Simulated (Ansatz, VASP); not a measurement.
# SiO2: VASP beside Ansatz

File INCAR:

```
SYSTEM = SiO2
PREC = Accurate
ENCUT = 600
EDIFF = 1E-6
ISMEAR = -1
SIGMA = 0.08
LREAL = .False.
LASPH = .True.
NELM = 120
ALGO = Normal
ISIF = 2
LWAVE = .False.
LCHARG = .False.
GGA = CA
NBANDS = 25
GGA_COMPAT = .False.
```

KPOINTS

```
Automatic mesh
0
Gamma
  8 8 11
  0 0 0
```

The input POSCAR:

```
SiO2
1.0
    3.8315163946      0.0000000000      0.0000000000
    0.0000000000      3.8315163946      0.0000000000
    0.0000000000      0.0000000000      2.5036737830
Si O
2 4
Direct
    0.0000000000      0.0000000000      0.0000000000
    0.5000000000      0.5000000000      0.5000000000
    0.3005901603      0.3005901603      0.0000000000
    0.6994098397      0.6994098397      0.0000000000
    0.8005901603      0.1994098397      0.5000000000
    0.1994098397      0.8005901603      0.5000000000
```

Input for Ansatz:

```yaml
crystal:
  lattice:
    - [3.8315163946, 0.0, 0.0]
    - [0.0, 3.8315163946, 0.0]
    - [0.0, 0.0, 2.503673783]
  atoms:
    - { symbol: Si, position: [0.0, 0.0, 0.0] }
    - { symbol: Si, position: [0.5, 0.5, 0.5] }
    - { symbol: O, position: [0.3005901603, 0.3005901603, 0.0] }
    - { symbol: O, position: [0.6994098397, 0.6994098397, 0.0] }
    - { symbol: O, position: [0.8005901603, 0.1994098397, 0.5] }
    - { symbol: O, position: [0.1994098397, 0.8005901603, 0.5] }
kpoints:
  mp_grid: { grid: [8, 8, 11] }
scf:
  occupations: { method: fermi_dirac, width: 0.08 }
hamiltonian:
  xc: lda
  pseudopotentials: { kind: paw }
output:
  forces: true
  stress: true
  eigenvalues: true
  populations: true
```

Change from the starting cell: volume scaled by 0.8, PAW files.

Alike in both runs: task single point; functional LDA; k mesh 8 × 8 × 11; occupations fermi-dirac, width 0.08 eV; no spin polarisation.

|  | VASP | Ansatz |
| --- | --- | --- |
| version | VASP 6.6.1 | Ansatz 0.2.0 |
| potentials or method | VASP PAW LDA potentials, release 64 (Si, O) | PAW with Ansatz's default frozen-core files, scalar-relativistic |
| plane-wave cutoff (eV) | 600 | 420 |
| valence electrons in the cell | 32 | 32 |

Ansatz gave:

- gap on the k mesh at the Fermi level (eV): 6.78
- pressure (GPa): 113.7
- traceless stress, the component that is largest in VASP (GPa): 0.01
- rms of the force components (eV/Å): 0.000

Question: Which values does VASP return?

Answer: gap on the k mesh at the Fermi level (eV): 6.74; pressure (GPa): 115.7; traceless stress, the component that is largest in VASP (GPa): 0.68; rms of the force components (eV/Å): 0.010.

LDA's correlation is that of Perdew and Zunger in VASP and of Perdew and Wang (1992) in Ansatz. Atom by atom the forces differ by 0.010 eV/Å (rms over components). Both programs put the cell under a high pressure, so it lies far from rest at this level.

Noted on VASP's run: the cell as given lies far from equilibrium.
